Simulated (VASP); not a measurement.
# BaTiO3 (Pm-3m) in VASP: single point with PBE

Aim: the single point of BaTiO3 with PBE.

All numbers are computed with VASP 6.6.1; they aren't measurements. Logs are shortened: lines on timing, memory, paths and dates and some standing lists are left out, and cuts for length are marked.

## (1) The cell of the first run

Symmetry: Pm-3m, No. 221, cubic system. The conventional cell has a = 3.975 Å, b = 3.975 Å, c = 3.975 Å, α = 90.00°, β = 90.00°, γ = 90.00°. Within 3.7 Å of Ba (site symmetry m-3m) lie 12 O at 2.81 Å and 8 Ti at 3.44 Å. Within 2.6 Å of Ti (site symmetry m-3m) lie 6 O at 1.99 Å. O (site symmetry 4/mmm) has 2 Ti at 1.99 Å within 2.6 Å.

## (2) Single point, PBE

The input, INCAR:

```
PREC     = Accurate       # precision mode
ENCUT    = 600            # plane-wave cutoff, eV
EDIFF    = 1E-6           # SCF threshold, eV
ISMEAR   = 0              # smearing method
SIGMA    = 0.1            # smearing width, eV
LREAL    = False          # projectors in reciprocal space
LASPH    = True           # aspherical terms in the spheres
NELM     = 120            # most SCF steps
ALGO     = Normal         # electronic algorithm
ISIF     = 2              # what is computed and relaxed
LWAVE    = False          # write WAVECAR
LCHARG   = False          # write CHGCAR
GGA      = PE             # functional
NBANDS   = 28             # bands
GGA_COMPAT= False
```

The input, KPOINTS:

```
regular mesh
0
Gamma
  4 4 4
```

The input, POSCAR:

```
BaTiO3
1.0
    3.9753268226      0.0000000000      0.0000000000
    0.0000000000      3.9753268226      0.0000000000
    0.0000000000      0.0000000000      3.9753268226
Ba Ti O
1 1 3
Direct
    0.0000000000      0.0000000000      0.0000000000
    0.5000000000      0.5000000000      0.5000000000
    0.0000000000      0.5000000000      0.5000000000
    0.5000000000      0.0000000000      0.5000000000
    0.5000000000      0.5000000000      0.0000000000
```

Potentials or basis: VASP PAW PBE potentials, release 64 (Ba_sv, Ti_sv, O).

Run with:

```bash
$ cat potpaw_PBE.64/Ba_sv/POTCAR potpaw_PBE.64/Ti_sv/POTCAR potpaw_PBE.64/O/POTCAR > POTCAR
$ mpirun -np 1 vasp_std > vasp.out
```

OUTCAR:

```text
PREC = Accurate
   ENCUT = 600
   EDIFF = 1E-6
   ISMEAR = 0
   LREAL = False
   LASPH = True
   NELM = 120
   ISIF = 2
   GGA = PE

 ion  position               nearest neighbor table
   1  0.000  0.000  0.000-   3 2.81   4 2.81   5 2.81   3 2.81   4 2.81   3 2.81   5 2.81   3 2.81
                             4 2.81   5 2.81   4 2.81   5 2.81   2 3.44   2 3.44   2 3.44   2 3.44
   2  0.500  0.500  0.500-   3 1.99   4 1.99   5 1.99   5 1.99   4 1.99   3 1.99   1 3.44   1 3.44
                             1 3.44   1 3.44   1 3.44   1 3.44   1 3.44   1 3.44
   3  0.000  0.500  0.500-   2 1.99   2 1.99   1 2.81   1 2.81   1 2.81   1 2.81
   4  0.500  0.000  0.500-   2 1.99   2 1.99   1 2.81   1 2.81   1 2.81   1 2.81
   5  0.500  0.500  0.000-   2 1.99   2 1.99   1 2.81   1 2.81   1 2.81   1 2.81

  LATTYP: Found a simple cubic cell.
 ALAT       =     3.9753268226

  Lattice vectors:

 A1 = (   3.9753268226,   0.0000000000,   0.0000000000)
 A2 = (   0.0000000000,   3.9753268226,   0.0000000000)
 A3 = (   0.0000000000,   0.0000000000,   3.9753268226)

Analysis of symmetry for initial positions (statically):
=====================================================================
 Subroutine PRICEL returns:
 Original cell was already a primitive cell.

 Routine SETGRP: Setting up the symmetry group for a
 simple cubic supercell.

 Subroutine GETGRP returns: Found 48 space group operations
 (whereof 48 operations were pure point group operations)
 out of a pool of 48 trial point group operations.

The static configuration has the point symmetry O_h .

Analysis of symmetry for dynamics (positions and initial velocities):
=====================================================================
 Subroutine PRICEL returns:
 Original cell was already a primitive cell.

 Routine SETGRP: Setting up the symmetry group for a
 simple cubic supercell.

 Subroutine GETGRP returns: Found 48 space group operations
 (whereof 48 operations were pure point group operations)
 out of a pool of 48 trial point group operations.

The dynamic configuration has the point symmetry O_h .

 Subroutine INISYM returns: Found 48 space group operations
 (whereof 48 operations are pure point group operations),
 and found     1 'primitive' translations

----------------------------------------------------------------------------------------

                                     Primitive cell

  volume of cell :      62.8230

  direct lattice vectors                    reciprocal lattice vectors
     3.975326823  0.000000000  0.000000000     0.251551645  0.000000000  0.000000000
     0.000000000  3.975326823  0.000000000     0.000000000  0.251551645  0.000000000
     0.000000000  0.000000000  3.975326823     0.000000000  0.000000000  0.251551645

  length of vectors
     3.975326823  3.975326823  3.975326823     0.251551645  0.251551645  0.251551645

  position of ions in fractional coordinates (direct lattice)
     0.000000000  0.000000000  0.000000000
     0.500000000  0.500000000  0.500000000
     0.000000000  0.500000000  0.500000000
     0.500000000  0.000000000  0.500000000
     0.500000000  0.500000000  0.000000000

  ion indices of the primitive-cell ions
   primitive index   ion index
                 1           1
                 2           2
                 3           3
                 4           4
                 5           5

----------------------------------------------------------------------------------------

 KPOINTS: regular mesh

Automatic generation of k-mesh.
 Grid dimensions read from file:
 generate k-points for:    4    4    4

 Generating k-lattice:

  Cartesian coordinates                     Fractional coordinates (reciprocal lattice)
     0.062887911  0.000000000  0.000000000     0.250000000  0.000000000  0.000000000
     0.000000000  0.062887911  0.000000000     0.000000000  0.250000000  0.000000000
     0.000000000  0.000000000  0.062887911     0.000000000  0.000000000  0.250000000

  Length of vectors
     0.062887911  0.062887911  0.062887911

  Shift w.r.t. Gamma in fractional coordinates (k-lattice)
     0.000000000  0.000000000  0.000000000

 Subroutine IBZKPT returns following result:
 ===========================================

 Found     10 irreducible k-points:

 Following reciprocal coordinates:
            Coordinates               Weight
  0.000000  0.000000  0.000000      1.000000
  0.250000  0.000000  0.000000      6.000000
  0.500000  0.000000  0.000000      3.000000
  0.250000  0.250000  0.000000     12.000000
  0.500000  0.250000  0.000000     12.000000
  0.500000  0.500000  0.000000      3.000000
  0.250000  0.250000  0.250000      8.000000
  0.500000  0.250000  0.250000     12.000000
  0.500000  0.500000  0.250000      6.000000
  0.500000  0.500000  0.500000      1.000000
   k-points           NKPTS =     10   k-points in BZ     NKDIM =     10   number of bands    NBANDS=     28
   number of dos      NEDOS =    301   number of ions     NIONS =      5
   total plane-waves  NPLWV =  32768
   dimension x,y,z NGX =    32 NGY =   32 NGZ =   32
   dimension x,y,z NGXF=    64 NGYF=   64 NGZF=   64
   ions per type =               1   1   3
   NGX,Y,Z   is equivalent  to a cutoff of  13.38, 13.38, 13.38 a.u.
   NGXF,Y,Z  is equivalent  to a cutoff of  26.76, 26.76, 26.76 a.u.
 SYSTEM =  unknown system
   PREC   = accura    normal or accurate (medium, high low for compatibility)
   ISTART =      0    job   : 0-new  1-cont  2-samecut
   ICHARG =      2    charge: 1-file 2-atom 10-const
   ISPIN  =      1    spin polarized calculation?
   LNONCOLLINEAR =      F non collinear calculations
   LSORBIT =      F    spin-orbit coupling
   LASPH  =      T    aspherical Exc in radial PAW
   ENCUT  =  600.0 eV  44.10 Ry    6.64 a.u.   7.94  7.94  7.94*2*pi/ulx,y,z
   NELM   =    120;   NELMIN=  2; NELMDL= -5     # of ELM steps
   EDIFF  = 0.1E-05   stopping-criterion for ELM
   LREAL  =      F    real-space projection
   EDIFFG = 0.1E-04   stopping-criterion for IOM
   NSW    =      0    number of steps for IOM
   IBRION =     -1    ionic relax: 0-MD 1-quasi-New 2-CG
   NFREE  =      0    steps in history (QN), initial steepest desc. (CG)
   ISIF   =      2    stress and relaxation
   ISYM   =      2    0-nonsym 1-usesym 2-fastsym
   POTIM  = 0.5000    time-step for ionic-motion
   TEBEG  =    0.0;   TEEND  =   0.0 temperature during run
   PSTRESS=    0.0 pullay stress
   NELECT =      40.0000    total number of electrons
   NUPDOWN=      -1.0000    fix difference up-down
   EMIN   =  10.00;   EMAX   =-10.00  energy-range for DOS
   EFERMI =   0.00;   METHOD = LEGACY
   ISMEAR =     0;   SIGMA  =   0.10  broadening in eV -4-tet -1-fermi 0-gaus
   EFERMI_NEDOS =   21; number of points for ismear=-14 and -15
   IALGO  =     38    algorithm
   IMIX   =      4    mixing-type and parameters
     AMIX     =   0.40;   BMIX     =  1.00
     AMIX_MAG =   1.60;   BMIX_MAG =  1.00
  volume/ion in A,a.u.               =      12.56        84.79
  Fermi-wavevector in a.u.,A,eV,Ry     =   1.408387  2.661465 26.987887  1.983554
  Thomas-Fermi vector in A             =   2.530550
   LORBIT       =      0    0 simple, 1 ext, 2 COOP (PROOUT), +10 PAW based schemes
   GGA     = PE    functional components
   LHFCALC =     F    Hartree Fock is set to
   AEXX    =    0.0000 exact exchange contribution
   IVDW    =     0    specifies the selected vdW correction
   LEPSILON=     F    determine dielectric tensor
   LRPA    =     F    only Hartree local field effects (RPA)
 non-spin polarized calculation
 Gauss-broadening in eV      SIGMA  =   0.10
  energy-cutoff  :      600.00
  volume of cell :       62.82
 maximum number of plane-waves:      2176
 NGX is ok and might be reduce to    32
   NGX = 15   NGY = 15   NGZ = 15

 number of electron      39.9999983 magnetization

 Free energy of the ion-electron system (eV)
  ---------------------------------------------------
  ext. energy  EPLUGINS =         0.00000000
  ---------------------------------------------------
  free energy    TOTEN  =       -39.90751833 eV

  energy without entropy =      -39.90751833  energy(sigma->0) =      -39.90751833

 E-fermi :   4.4430     XC(G=0): -11.3681

 val. band max:        3.9968459720   @ k =   0.5000   0.5000   0.5000
 cond. band min:       5.7637418066   @ k =   0.0000   0.0000   0.0000
 fundamental gap:      1.7668958346
 Fermi energy:         4.4430131148

 k-point     1 :       0.0000    0.0000    0.0000
  band No.  band energies     occupation
      1     -52.5807      2.00000
      2     -28.8021      2.00000
      3     -28.8021      2.00000
      4     -28.8021      2.00000
      5     -20.7729      2.00000
      6     -12.9436      2.00000
[... 20 lines left out ...]
     27       9.0681      0.00000
     28      11.6081      0.00000

 k-point     2 :       0.2500    0.0000    0.0000
  band No.  band energies     occupation
      1     -52.5801      2.00000
      2     -28.8312      2.00000
      3     -28.8010      2.00000
      4     -28.8010      2.00000
      5     -20.7069      2.00000
      6     -13.0333      2.00000
[... 20 lines left out ...]
     27      10.2235      0.00000
     28      12.4625      0.00000

 k-point     3 :       0.5000    0.0000    0.0000
  band No.  band energies     occupation
      1     -52.5796      2.00000
      2     -28.8599      2.00000
      3     -28.7999      2.00000
      4     -28.7999      2.00000
      5     -20.6389      2.00000
      6     -13.2102      2.00000
[... 20 lines left out ...]
     27      11.7098      0.00000
     28      12.2776      0.00000

 k-point     4 :       0.2500    0.2500    0.0000
  band No.  band energies     occupation
      1     -52.5796      2.00000
      2     -28.8301      2.00000
      3     -28.8291      2.00000
      4     -28.7999      2.00000
      5     -20.6528      2.00000
      6     -12.9263      2.00000
[... 144 lines left out ...]
     27      12.3933      0.00000
     28      12.4153      0.00000

 k-point     9 :       0.5000    0.5000    0.2500
  band No.  band energies     occupation
      1     -52.5779      2.00000
      2     -28.8547      2.00000
      3     -28.8547      2.00000
      4     -28.8256      2.00000
      5     -20.5185      2.00000
      6     -12.3171      2.00000
[... 20 lines left out ...]
     27      12.1786      0.00000
     28      12.1786      0.00000

 k-point    10 :       0.5000    0.5000    0.5000
  band No.  band energies     occupation
      1     -52.5774      2.00000
      2     -28.8533      2.00000
      3     -28.8533      2.00000
      4     -28.8533      2.00000
      5     -20.4818      2.00000
      6     -12.0098      2.00000
[... 20 lines left out ...]
     27      11.8743      0.00000
     28      11.8743      0.00000

------------------------ aborting loop because EDIFF is reached ----------------------------------------

  FORCE on cell =-STRESS in cart. coord.  units (eV):
  Direction    XX          YY          ZZ          XY          YZ          ZX
  --------------------------------------------------------------------------------------
  -------------------------------------------------------------------------------------
  Total        2.9769625      2.9769625      2.9769625     -0.0000000     -0.0000000      0.0000000
  in kB       75.9216131     75.9216131     75.9216131     -0.0000000     -0.0000000      0.0000000
  external PRESSURE =      75.9216131 kB  Pullay stress =       0.0000000 kB

 VOLUME and BASIS-vectors are now :
 -----------------------------------------------------------------------------
  energy-cutoff  :      600.00
  volume of cell :       62.82
      direct lattice vectors                 reciprocal lattice vectors
     3.975326823  0.000000000  0.000000000     0.251551645  0.000000000  0.000000000
     0.000000000  3.975326823  0.000000000     0.000000000  0.251551645  0.000000000
     0.000000000  0.000000000  3.975326823     0.000000000  0.000000000  0.251551645

 POSITION                                       TOTAL-FORCE (eV/Angst)
 -----------------------------------------------------------------------------------
      0.00000      0.00000      0.00000         0.000000      0.000000      0.000000
      1.98766      1.98766      1.98766         0.000000      0.000000      0.000000
      0.00000      1.98766      1.98766         0.000000      0.000000      0.000000
      1.98766      0.00000      1.98766         0.000000      0.000000      0.000000
      1.98766      1.98766      0.00000         0.000000      0.000000      0.000000
 -----------------------------------------------------------------------------------
    total drift:                                0.000000     -0.000000     -0.000000

  FREE ENERGIE OF THE ION-ELECTRON SYSTEM (eV)
  ---------------------------------------------------
  free  energy   TOTEN  =       -39.9075183290 eV

  energy  without entropy=      -39.9075183290  energy(sigma->0) =      -39.90751833
```

Run time: 15 s. Hardware: 1 thread of Intel Xeon Platinum 8375C at 2.90GHz (Ice Lake), shared host; peak memory 0.18 GiB.

What came out:

* Free energy: -39.9075 eV
* Pressure: 7.6 GPa
* Band gap on the k mesh: 1.77 eV, indirect (least direct gap 1.89 eV)

Caveat: spin-orbit coupling is left out, which moves the levels of the heavy elements. A k mesh can miss the band edges.
